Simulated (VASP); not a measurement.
# PbO2 (P6/mmm) in VASP: notebook

Runs on PbO2. Level: PBE. Tasks: single point, relaxation of cell and atoms.

Everything below comes from runs of VASP 6.6.1. Logs are shortened: lines on timing, memory, paths and dates and some standing lists are left out, and cuts for length are marked.

## Step 1: The cell of the first run

Symmetry: P6/mmm, No. 191, hexagonal system. The conventional cell has a = 3.823 Å, b = 3.823 Å, c = 3.350 Å, α = 90.00°, β = 90.00°, γ = 120.00°. Pb (site symmetry 6/mmm) has 12 O at 2.77 Å and 8 Pb at 3.35 to 3.82 Å within 3.9 Å. Within 2.9 Å of O (site symmetry -6m2) lie 3 O at 2.21 Å and 6 Pb at 2.77 Å.

## Step 2: Single point, PBE

INCAR

```
SYSTEM = PbO2
PREC = Accurate
ENCUT = 520
EDIFF = 1E-6
ISMEAR = -1
SIGMA = 0.02
LREAL = .FALSE.
LASPH = .TRUE.
NELM = 60
ALGO = Normal
ISIF = 2
LWAVE = .FALSE.
LCHARG = .FALSE.
GGA = PE
NBANDS = 20
```

KPOINTS

```
regular mesh
0
G
  8 8 6
  0 0 0
```

POSCAR

```
PbO2
1.0
    3.8230482594      0.0000000000      0.0000000000
   -1.9115241297      3.3108569125      0.0000000000
    0.0000000000      0.0000000000      3.3502132448
Pb O
1 2
Direct
    0.0000000000      0.0000000000      0.0000000000
    0.3333333333      0.6666666667      0.5000000000
    0.6666666667      0.3333333333      0.5000000000
```

Potentials or basis: VASP PAW PBE potentials, release 64 (Pb_d, O).

On the command line:

```
$ cat potpaw_PBE.64/Pb_d/POTCAR potpaw_PBE.64/O/POTCAR > POTCAR
$ mpirun -np 1 vasp_std > vasp.out
```

OUTCAR:

```text
SYSTEM = PbO2
   PREC = Accurate
   ENCUT = 520
   EDIFF = 1E-6
   ISMEAR = -1
   LREAL = .FALSE.
   LASPH = .TRUE.
   NELM = 60
   ISIF = 2
   GGA = PE

 ion  position               nearest neighbor table
   1  0.000  0.000  0.000-   2 2.77   3 2.77   2 2.77   3 2.77   2 2.77   2 2.77   3 2.77   3 2.77
                             3 2.77   3 2.77   2 2.77   2 2.77
   2  0.333  0.667  0.500-   1 2.77   1 2.77   1 2.77   1 2.77   1 2.77   1 2.77
   3  0.667  0.333  0.500-   1 2.77   1 2.77   1 2.77   1 2.77   1 2.77   1 2.77

  LATTYP: Found a hexagonal cell.
 ALAT       =     3.8230482594
 C/A-ratio  =     0.8763198938

  Lattice vectors:

 A1 = (   3.8230482594,   0.0000000000,   0.0000000000)
 A2 = (  -1.9115241297,   3.3108569125,   0.0000000000)
 A3 = (   0.0000000000,   0.0000000000,   3.3502132448)

Analysis of symmetry for initial positions (statically):
=====================================================================
 Subroutine PRICEL returns:
 Original cell was already a primitive cell.

 Routine SETGRP: Setting up the symmetry group for a
 hexagonal supercell.

 Subroutine GETGRP returns: Found 24 space group operations
 (whereof 24 operations were pure point group operations)
 out of a pool of 24 trial point group operations.

The static configuration has the point symmetry D_6h.

Analysis of symmetry for dynamics (positions and initial velocities):
=====================================================================
 Subroutine PRICEL returns:
 Original cell was already a primitive cell.

 Routine SETGRP: Setting up the symmetry group for a
 hexagonal supercell.

 Subroutine GETGRP returns: Found 24 space group operations
 (whereof 24 operations were pure point group operations)
 out of a pool of 24 trial point group operations.

The dynamic configuration has the point symmetry D_6h.

 Subroutine INISYM returns: Found 24 space group operations
 (whereof 24 operations are pure point group operations),
 and found     1 'primitive' translations

----------------------------------------------------------------------------------------

                                     Primitive cell

  volume of cell :      42.4055

  direct lattice vectors                    reciprocal lattice vectors
     3.823048259  0.000000000  0.000000000     0.261571378  0.151018305  0.000000000
    -1.911524130  3.310856912  0.000000000     0.000000000  0.302036611  0.000000000
     0.000000000  0.000000000  3.350213245     0.000000000  0.000000000  0.298488462

  length of vectors
     3.823048259  3.823048259  3.350213245     0.302036611  0.302036611  0.298488462

  position of ions in fractional coordinates (direct lattice)
     0.000000000  0.000000000  0.000000000
     0.333333333  0.666666667  0.500000000
     0.666666667  0.333333333  0.500000000

  ion indices of the primitive-cell ions
   primitive index   ion index
                 1           1
                 2           2
                 3           3

----------------------------------------------------------------------------------------

 KPOINTS: regular mesh

Automatic generation of k-mesh.
 Grid dimensions read from file:
 generate k-points for:    8    8    6

 Generating k-lattice:

  Cartesian coordinates                     Fractional coordinates (reciprocal lattice)
     0.032696422  0.018877288  0.000000000     0.125000000  0.000000000  0.000000000
     0.000000000  0.037754576  0.000000000     0.000000000  0.125000000  0.000000000
     0.000000000  0.000000000  0.049748077     0.000000000  0.000000000  0.166666667

  Length of vectors
     0.037754576  0.037754576  0.049748077

  Shift w.r.t. Gamma in fractional coordinates (k-lattice)
     0.000000000  0.000000000  0.000000000

 Subroutine IBZKPT returns following result:
 ===========================================

 Found     40 irreducible k-points:

 Following reciprocal coordinates:
            Coordinates               Weight
  0.000000  0.000000  0.000000      1.000000
  0.125000 -0.000000  0.000000      6.000000
  0.250000 -0.000000  0.000000      6.000000
  0.375000 -0.000000  0.000000      6.000000
  0.500000 -0.000000  0.000000      3.000000
  0.125000  0.125000  0.000000      6.000000
[... 16 lines left out ...]
  0.250000 -0.000000  0.333333     12.000000
  0.375000 -0.000000  0.333333     12.000000
 [... further k-points ...]
   k-points           NKPTS =     40   k-points in BZ     NKDIM =     40   number of bands    NBANDS=     20
   number of dos      NEDOS =    301   number of ions     NIONS =      3
   total plane-waves  NPLWV =  21952
   dimension x,y,z NGX =    28 NGY =   28 NGZ =   28
   dimension x,y,z NGXF=    56 NGYF=   56 NGZF=   56
   ions per type =               1   2
   NGX,Y,Z   is equivalent  to a cutoff of  12.18, 12.18, 13.89 a.u.
   NGXF,Y,Z  is equivalent  to a cutoff of  24.35, 24.35, 27.79 a.u.
 SYSTEM =  PbO2
   PREC   = accura    normal or accurate (medium, high low for compatibility)
   ISTART =      0    job   : 0-new  1-cont  2-samecut
   ICHARG =      2    charge: 1-file 2-atom 10-const
   ISPIN  =      1    spin polarized calculation?
   LNONCOLLINEAR =      F non collinear calculations
   LSORBIT =      F    spin-orbit coupling
   LASPH  =      T    aspherical Exc in radial PAW
   ENCUT  =  520.0 eV  38.22 Ry    6.18 a.u.   7.11  7.11  6.23*2*pi/ulx,y,z
   NELM   =     60;   NELMIN=  2; NELMDL= -5     # of ELM steps
   EDIFF  = 0.1E-05   stopping-criterion for ELM
   LREAL  =      F    real-space projection
   EDIFFG = 0.1E-04   stopping-criterion for IOM
   NSW    =      0    number of steps for IOM
   IBRION =     -1    ionic relax: 0-MD 1-quasi-New 2-CG
   NFREE  =      0    steps in history (QN), initial steepest desc. (CG)
   ISIF   =      2    stress and relaxation
   ISYM   =      2    0-nonsym 1-usesym 2-fastsym
   POTIM  = 0.5000    time-step for ionic-motion
   TEBEG  =    0.0;   TEEND  =   0.0 temperature during run
   PSTRESS=    0.0 pullay stress
   NELECT =      26.0000    total number of electrons
   NUPDOWN=      -1.0000    fix difference up-down
   EMIN   =  10.00;   EMAX   =-10.00  energy-range for DOS
   EFERMI =   0.00;   METHOD = LEGACY
   ISMEAR =    -1;   SIGMA  =   0.02  broadening in eV -4-tet -1-fermi 0-gaus
   EFERMI_NEDOS =   21; number of points for ismear=-14 and -15
   IALGO  =     38    algorithm
   IMIX   =      4    mixing-type and parameters
     AMIX     =   0.40;   BMIX     =  1.00
     AMIX_MAG =   1.60;   BMIX_MAG =  1.00
  volume/ion in A,a.u.               =      14.14        95.39
  Fermi-wavevector in a.u.,A,eV,Ry     =   1.390780  2.628193 26.317323  1.934269
  Thomas-Fermi vector in A             =   2.514682
   LORBIT       =      0    0 simple, 1 ext, 2 COOP (PROOUT), +10 PAW based schemes
   GGA     = PE    functional components
   LHFCALC =     F    Hartree Fock is set to
   AEXX    =    0.0000 exact exchange contribution
   IVDW    =     0    specifies the selected vdW correction
   LEPSILON=     F    determine dielectric tensor
   LRPA    =     F    only Hartree local field effects (RPA)
 non-spin polarized calculation
  energy-cutoff  :      520.00
  volume of cell :       42.41
 maximum number of plane-waves:      1162
   NGX = 15   NGY = 15   NGZ = 13

 number of electron      25.9999999 magnetization

 Free energy of the ion-electron system (eV)
  ---------------------------------------------------
  ext. energy  EPLUGINS =         0.00000000
  ---------------------------------------------------
  free energy    TOTEN  =       -13.33193250 eV

  energy without entropy =      -13.32777106  energy(sigma->0) =      -13.32985178

 E-fermi :   5.4687     XC(G=0): -11.0841

 val. band max:        5.4543786332   @ k =   0.1250  -0.0000   0.3333
 cond. band min:       5.4790283749   @ k =   0.1250   0.1250   0.3333
 fundamental gap:      0.0246497417
 Fermi energy:         5.4687349564

 k-point     1 :       0.0000    0.0000    0.0000
  band No.  band energies     occupation
      1     -13.1589      2.00000
      2     -10.6623      2.00000
      3     -10.4329      2.00000
      4     -10.4329      2.00000
      5     -10.2952      2.00000
      6     -10.2952      2.00000
[... 12 lines left out ...]
     19      19.7869      0.00000
     20      20.7047      0.00000

 k-point     2 :       0.1250   -0.0000    0.0000
  band No.  band energies     occupation
      1     -13.0500      2.00000
      2     -10.6561      2.00000
      3     -10.5409      2.00000
      4     -10.4151      2.00000
      5     -10.3044      2.00000
      6     -10.2968      2.00000
[... 12 lines left out ...]
     19      18.6869      0.00000
     20      20.7360      0.00000

 k-point     3 :       0.2500   -0.0000    0.0000
  band No.  band energies     occupation
      1     -12.7440      2.00000
      2     -10.8091      2.00000
      3     -10.6422      2.00000
      4     -10.3715      2.00000
      5     -10.3266      2.00000
      6     -10.3007      2.00000
[... 12 lines left out ...]
     19      18.2265      0.00000
     20      20.8915      0.00000

 k-point     4 :       0.3750   -0.0000    0.0000
  band No.  band energies     occupation
      1     -12.3142      2.00000
      2     -11.1604      2.00000
      3     -10.6359      2.00000
      4     -10.3486      2.00000
      5     -10.3273      2.00000
      6     -10.3047      2.00000
[... 12 lines left out ...]
     19      19.3910      0.00000
     20      21.1624      0.00000

 k-point     5 :       0.5000   -0.0000    0.0000
  band No.  band energies     occupation
      1     -12.0070      2.00000
      2     -11.4255      2.00000
      3     -10.6362      2.00000
      4     -10.3575      2.00000
      5     -10.3087      2.00000
      6     -10.3063      2.00000
[... 12 lines left out ...]
     19      20.5065      0.00000
     20      21.1135      0.00000
[... 353 lines left out ...]
      6     -10.4019      2.00000
[... 12 lines left out ...]
     19      18.6709      0.00000
     20      18.6709      0.00000

 k-point    22 :       0.1250   -0.0000    0.3333
  band No.  band energies     occupation
      1     -12.7908      2.00000
      2     -10.4442      2.00000
      3     -10.4069      2.00000
      4     -10.4004      2.00000
      5     -10.3903      2.00000
      6     -10.3697      2.00000
[... 12 lines left out ...]
     19      19.2168      0.00000
     20      19.5607      0.00000

 k-point    23 :       0.2500   -0.0000    0.3333
  band No.  band energies     occupation
      1     -12.5983      2.00000
      2     -10.5945      2.00000
      3     -10.4166      2.00000
      4     -10.3814      2.00000
      5     -10.3520      2.00000
      6     -10.2933      2.00000
[... 12 lines left out ...]
     19      20.3251      0.00000
     20      20.6418      0.00000

 k-point    24 :       0.3750   -0.0000    0.3333
  band No.  band energies     occupation
      1     -12.3393      2.00000
      2     -10.8787      2.00000
      3     -10.4264      2.00000
      4     -10.3717      2.00000
      5     -10.3131      2.00000
      6     -10.2268      2.00000
[... 12 lines left out ...]
     19      20.7326      0.00000
     20      21.1885      0.00000

 [... further k-points ...]

------------------------ aborting loop because EDIFF is reached ----------------------------------------

  FORCE on cell =-STRESS in cart. coord.  units (eV):
  Direction    XX          YY          ZZ          XY          YZ          ZX
  --------------------------------------------------------------------------------------
  -------------------------------------------------------------------------------------
  Total       -0.0431768     -0.0431768     -0.0315918      0.0000000      0.0000000      0.0000000
  in kB       -1.6313158     -1.6313158     -1.1936094      0.0000000      0.0000000      0.0000000
  external PRESSURE =      -1.4854137 kB  Pullay stress =       0.0000000 kB

 VOLUME and BASIS-vectors are now :
 -----------------------------------------------------------------------------
  energy-cutoff  :      520.00
  volume of cell :       42.41
      direct lattice vectors                 reciprocal lattice vectors
     3.823048259  0.000000000  0.000000000     0.261571378  0.151018305  0.000000000
    -1.911524130  3.310856912  0.000000000     0.000000000  0.302036611  0.000000000
     0.000000000  0.000000000  3.350213245     0.000000000  0.000000000  0.298488462

 POSITION                                       TOTAL-FORCE (eV/Angst)
 -----------------------------------------------------------------------------------
      0.00000      0.00000      0.00000         0.000000      0.000000      0.000000
     -0.00000      2.20724      1.67511         0.000000      0.000000      0.000000
      1.91152      1.10362      1.67511        -0.000000      0.000000     -0.000000
 -----------------------------------------------------------------------------------
    total drift:                               -0.000000      0.000000     -0.000000

  FREE ENERGIE OF THE ION-ELECTRON SYSTEM (eV)
  ---------------------------------------------------
  free  energy   TOTEN  =       -13.3319324955 eV

  energy  without entropy=      -13.3277710615  energy(sigma->0) =      -13.32985178
```

Run time: 52 s. Hardware: 1 thread of Intel Xeon 8259CL, shared host; peak memory 0.17 GiB.

Results:

```yaml
Free_energy: -13.3319 eV
Pressure: -0.1 GPa
Band_gap_on_the_k_mesh: zero (bands 13 and 14 overlap by 0.76 eV)
```

Levels at points of the mesh, in eV from the Fermi level:
```
           k point  band 10  band 11  band 12  band 13  band 14  band 15  band 16  band 17
(0.00, 0.00, 0.00)    -3.49    -3.03    -1.13    -1.13    -0.40     7.40     7.40     9.16
(0.50, 0.00, 0.00)    -1.78    -1.30    -0.93    -0.71     0.62     2.61     6.56     8.07
(0.00, 0.00, 0.50)    -3.48    -1.13    -0.30    -0.30     0.27     1.67     6.93     6.93
(0.50, 0.00, 0.50)    -4.31    -3.95    -1.23    -0.40     0.60     3.83     4.76     5.61
```

Caveat: semilocal functionals underestimate gaps, so a narrow gap can read as zero; spin-orbit coupling is left out, which moves the levels of the heavy elements.

(Continued in part 2 of 2.)
